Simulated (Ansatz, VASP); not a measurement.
**One calculation of Ge, two programs**

```
Ge
1.0
     0.00000    2.88425    2.88425
     2.88425    0.00000    2.88425
     2.88425    2.88425    0.00000
Ge
2
Direct
  0.50000 0.50000 0.50000
  0.75000 0.75000 0.75000
```

Change from the starting cell: volume scaled by 1.06, crystal datasets.

Alike in both runs: task electric field gradients; functional LDA; k mesh 10 × 10 × 10; occupations fermi-dirac, width 0.05 eV; no spin polarisation.

```csv
,VASP,Ansatz
version,VASP 6.6.1,Ansatz 0.2.0
potentials or method,"VASP PAW LDA potentials, release 64 (Ge_d), cutoff 520 eV","all-electron PAW with datasets made for the crystal, scalar-relativistic"
```

|  | VASP | Ansatz | Ansatz less VASP |
| --- | --- | --- | --- |
| pressure (GPa) | -4.5 | -4.6 | -0.05 |

LDA's correlation is that of Perdew and Zunger in VASP and of Perdew and Wang (1992) in Ansatz. Ansatz ran all-electron here, and VASP with PAW potentials.
